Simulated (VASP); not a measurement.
Wanted: the native input for a VASP 6.6.1 run.

- Task: single point
- Functional: r2SCAN
- Potentials or basis: VASP PAW PBE potentials, release 64 (Ir)
- Cutoff: 520 eV
- k mesh: 6 × 6 × 4
- Occupations: gaussian, width 0.1 eV
- Spin: no spin polarisation
- Dipole correction: no
- Further INCAR settings: ALGO = Normal; EDIFF = 1e-06; NBANDS = 16

Crystal: Ir.

```
CELL_PARAMETERS angstrom
2.69068 0.00000 0.00000
-1.34534 2.33020 0.00000
0.00000 0.00000 4.32777
ATOMIC_POSITIONS crystal
Ir 0.66667 0.33333 0.75000
Ir 0.33333 0.66667 0.25000
```

This isn't the form of Ir at room conditions, which is fcc.

The input as run:

POSCAR

```
Ir
1.0
    2.6906838264      0.0000000000      0.0000000000
   -1.3453419132      2.3302005472      0.0000000000
    0.0000000000      0.0000000000      4.3277730203
Ir
2
Direct
    0.6666666667      0.3333333333      0.7500000000
    0.3333333333      0.6666666667      0.2500000000
```

INCAR.step1

```
SYSTEM = Ir
ALGO = Normal
EDIFF = 1E-4
ENCUT = 520
GGA = PE
ISMEAR = 0
LASPH = .True.
LCHARG = .False.
LREAL = .False.
LWAVE = .True.
NBANDS = 16
NELM = 80
PREC = Accurate
SIGMA = 0.1
```

INCAR.step2

```
SYSTEM = Ir
ALGO = Normal
EDIFF = 1E-6
ENCUT = 520
ISIF = 2
ISMEAR = 0
ISTART = 1
LASPH = .True.
LCHARG = .False.
LMIXTAU = .True.
LREAL = .False.
LWAVE = .False.
METAGGA = R2SCAN
NBANDS = 16
NELM = 80
PREC = Accurate
SIGMA = 0.1
```

KPOINTS

```
k-points
0
Gamma
  6 6 4
  0 0 0
```

Potentials or basis: VASP PAW PBE potentials, release 64 (Ir).

Run with:

```sh
$ cat potpaw_PBE.64/Ir/POTCAR > POTCAR
$ cp INCAR.step1 INCAR
$ mpirun -np 1 vasp_std > vasp.out
$ cp INCAR.step2 INCAR
$ mpirun -np 1 vasp_std > vasp.out
```

Results of the run:

- Pressure: 24.4 GPa
- Band gap on the k mesh: zero (bands 9 and 10 overlap by 3.72 eV)

Caveat: the k points lie up to 0.45 Å⁻¹ apart, too coarse for converged energies and pressures of a metal; the PAW data sets were made with another functional, which shifts forces and pressure a little; spin-orbit coupling is left out, which moves the levels of the heavy elements.

Wall time 22 s on 1 thread of AMD EPYC 9R45 96-Core Processor (Zen 5), with other jobs on the host, peak memory 0.11 GiB.
